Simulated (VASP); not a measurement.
Wanted: the native input for a VASP 6.6.1 run.

- Task: relaxation of cell and atoms
- Functional: PBE
- Potentials or basis: VASP PAW PBE potentials, release 64 (Hf_pv, C)
- Cutoff: 600 eV
- k mesh: 6 × 6 × 6
- Occupations: gaussian, width 0.1 eV
- Spin: no spin polarisation
- Dipole correction: no
- Further INCAR settings: ALGO = Normal; EDIFF = 1e-06; IBRION = 2; EDIFFG = -0.04; NSW = 90; ISIF = 3

The structure of HfC3 lies in POSCAR:

```
HfC3
1.0
    3.4570425756      0.0000000000      0.0000000000
    0.0000000000      3.4570425756      0.0000000000
    0.0000000000      0.0000000000      3.4570425756
Hf C
1 3
Direct
    0.0000000000      0.0000000000      0.0000000000
    0.0000000000      0.5000000000      0.5000000000
    0.5000000000      0.0000000000      0.5000000000
    0.5000000000      0.5000000000      0.0000000000
```

One way to write it, as run:

INCAR

```
  PREC = Accurate
  ENCUT = 600
  EDIFF = 1E-6
  ISMEAR = 0
  SIGMA = 0.1
  LREAL = F
  LASPH = T
  NELM = 100
  ALGO = Normal
  ISIF = 3
  LWAVE = F
  LCHARG = F
  GGA = PE
  IBRION = 2
  NSW = 90
  EDIFFG = -0.04
```

KPOINTS

```
Automatic mesh
0
Gamma
  6 6 6
```

Potentials or basis: VASP PAW PBE potentials, release 64 (Hf_pv, C).

Run with:

```sh
$ cat potpaw_PBE.64/Hf_pv/POTCAR potpaw_PBE.64/C/POTCAR > POTCAR
$ mpirun -np 1 vasp_std > vasp.out
```

It gave:

```json
{
  "Relaxed volume": "9.53 Å³/atom",
  "Relaxed cell": "a = 3.366 Å, b = 3.366 Å, c = 3.366 Å, α = 90.00°, β = 90.00°, γ = 90.00°",
  "Space group after relaxing (to 0.1 Å)": "Pm-3m (No. 221)",
  "Energy gained by relaxing": "40.3 meV/atom",
  "Ionic steps": "3",
  "Pressure after relaxing": "-0.1 GPa",
  "Band gap on the k mesh": "zero (bands 11 and 12 overlap by 4.88 eV)"
}
```

Caveat: spin-orbit coupling is left out, which moves the levels of the heavy elements.

Run time: 31 s on 1 thread of Intel(R) Xeon(R) Platinum 8488C (Sapphire Rapids), with other jobs on the host, peak memory 0.17 GiB.
